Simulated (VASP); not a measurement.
Input of a VASP 6.6.1 run:

File INCAR:

```
PREC = Accurate
ENCUT = 520
EDIFF = 1E-7
ISMEAR = -1
SIGMA = 0.6
LREAL = F
LASPH = T
NELM = 100
ALGO = Normal
ISIF = 2
LWAVE = F
LCHARG = T
LELF = T
LVHAR = T
NBANDS = 11
```

File KPOINTS:

```
regular mesh
0
Gamma
  14 14 14
```

POSCAR

```
Pt
1.0
    0.0000000000      1.9474302061      1.9474302061
    1.9474302061      0.0000000000      1.9474302061
    1.9474302061      1.9474302061      0.0000000000
Pt
1
Direct
    0.0000000000      0.0000000000      0.0000000000
```

Potentials or basis: VASP PAW LDA potentials, release 64 (Pt).

Launch:

```bash
$ cat potpaw_LDA.64/Pt/POTCAR > POTCAR
$ mpirun -np 1 vasp_std > vasp.out
```

Question: Predict the pressure.

Answer: 7.3 GPa.

Question: Estimate the band gap on the k mesh.

Answer: Zero (band 5 reaches 12.08 eV, above the bottom of band 6 at 9.75 eV).

Caveat: spin-orbit coupling is left out, which moves the levels of the heavy elements.
